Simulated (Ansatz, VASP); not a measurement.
**One calculation of C, two programs**

```
C
1.0
     0.00000    1.78337    1.85470
     1.78337    0.00000    1.85470
     1.78337    1.78337    0.00000
C
2
Direct
  0.75000 0.75000 0.75000
  0.50000 0.50000 0.50000
```

Alike in both runs: task single point; functional PBEsol; k mesh 11 × 11 × 11; occupations fermi-dirac, width 0.05 eV; no spin polarisation.

|  | VASP | Ansatz |
| --- | --- | --- |
| version | VASP 6.6.1 | Ansatz 0.2.0 |
| potentials or method | VASP PAW PBE potentials, release 64 (C) | Ansatz PAW |
| plane-wave cutoff (eV) | 600 | 420 |
| valence electrons in the cell | 8 | 8 |

Ansatz gave:

| Item | Value |
| --- | --- |
| gap on the k mesh at the Fermi level (eV) | 3.43 |
| least direct gap on the mesh (eV) | 5.09 |
| pressure (GPa) | -20.5 |
| traceless stress, the component that is largest in VASP (GPa) | -23.97 |

What did VASP give for the same quantities?

gap on the k mesh at the Fermi level (eV): 3.43; least direct gap on the mesh (eV): 5.09; pressure (GPa): -20.2; traceless stress, the component that is largest in VASP (GPa): -23.98.

VASP's potentials were made for PBE, not for PBEsol.

Noted on Ansatz's run: Pulay correction over one GPa; odd divisions of the mesh miss points on the zone boundary, where band edges often lie, so the gap on the mesh can be too wide.
